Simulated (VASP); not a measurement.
The system is Ta2Hg.

```
Ta Hg
1.0
     4.46125    0.00000    0.00000
    -2.23063    3.86356    0.00000
     0.00000    0.00000    3.13788
Ta Hg
2 1
Direct
  0.33333 0.66667 0.50000
  0.66667 0.33333 0.50000
  0.00000 0.00000 0.00000
```

| Property | Result |
| --- | --- |
| Program | VASP 6.6.1 |
| Task | relaxation of cell and atoms |
| Functional | PBE |
| Potentials or basis | VASP PAW PBE potentials, release 64 (Ta_pv, Hg) |
| Cutoff | 600 eV |
| k mesh | 6 × 6 × 6 |
| Occupations | gaussian, width 0.1 eV |
| Spin | no spin polarisation |

At the start: pressure 17.0 GPa; volume 18.03 Å³/atom.

Problem. How do energy, volume and symmetry change on relaxing?

Solution. Over 9 steps the energy falls by 244.4 meV/atom and the volume is 19.36 Å³/atom (+7.4 %); space group P6/mmm (No. 191, to 0.05 Å).

The path:
```csv
step,energy change (eV),largest force (eV/Å),pressure (GPa),volume (Å³)
1,0.0000,0.0000,17.01,54.09
2,0.0733,0.0000,-18.35,69.91
3,-0.5404,0.0000,-5.54,61.01
4,-0.5420,0.0000,-4.76,60.67
5,-0.7304,0.0000,0.43,57.92
6,-0.7314,0.0000,0.88,57.74
7,-0.7314,0.0000,1.05,57.68
8,-0.7317,0.0000,-0.88,58.41
9,-0.7331,0.0000,0.03,58.07
```

Final structure:
```
Ta Hg
1.0
     4.82666    0.00000    0.00000
    -2.41333    4.18001    0.00000
     0.00000    0.00000    2.87805
Ta Hg
2 1
Direct
  0.33333 0.66667 0.50000
  0.66667 0.33333 0.50000
  0.00000 0.00000 0.00000
```
